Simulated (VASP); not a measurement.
## GaP: single point with PBEsol

GaP:

```
CELL_PARAMETERS angstrom
0.00000 2.63507 2.63507
2.63507 0.00000 2.63507
2.63507 2.63507 0.00000
ATOMIC_POSITIONS crystal
Ga 0.00000 0.00000 0.00000
P 0.25000 0.25000 0.25000
```

```json
{
  "Program": "VASP 6.6.1",
  "Task": "single point",
  "Functional": "PBEsol",
  "Potentials or basis": "VASP PAW PBE potentials, release 64 (Ga_d, P)",
  "Cutoff": "500 eV",
  "k mesh": "8 × 8 × 8",
  "Occupations": "gaussian, width 0.02 eV",
  "Spin": "no spin polarisation",
  "Dipole correction": "no",
  "Further INCAR settings": "ALGO = Normal; EDIFF = 1e-06; NBANDS = 16"
}
```

```yaml
Pressure: 9.7 GPa
Band_gap_on_the_k_mesh: 1.29 eV (least direct gap 2.60 eV)
```

Levels at points of the mesh, in eV from the valence-band top:
```
           k point  band 5  band 6  band 7  band 8  band 9  band 10  band 11  band 12  band 13  band 14
(0.00, 0.00, 0.00)  -14.62  -13.34    0.00    0.00    0.00     2.60     3.78     3.78     3.78     9.02
(0.50, 0.00, 0.00)  -14.61  -10.89   -7.32   -1.29   -1.29     1.89     4.60     4.60     8.23    11.51
(0.50, 0.50, 0.00)  -14.59   -9.84   -7.32   -3.09   -3.09     1.29     1.58    11.31    11.31    12.06
```

It took 22 s on 1 thread of Intel(R) Xeon(R) Platinum 8259CL CPU @ 2.50GHz (Skylake/Cascade Lake) (shared host), peak memory 0.16 GiB.

Caveat: the cell stands under pressure; the PAW data sets were made with another functional, which shifts forces and pressure a little. A hybrid or GW would open this gap; PBEsol tends to underestimate it.
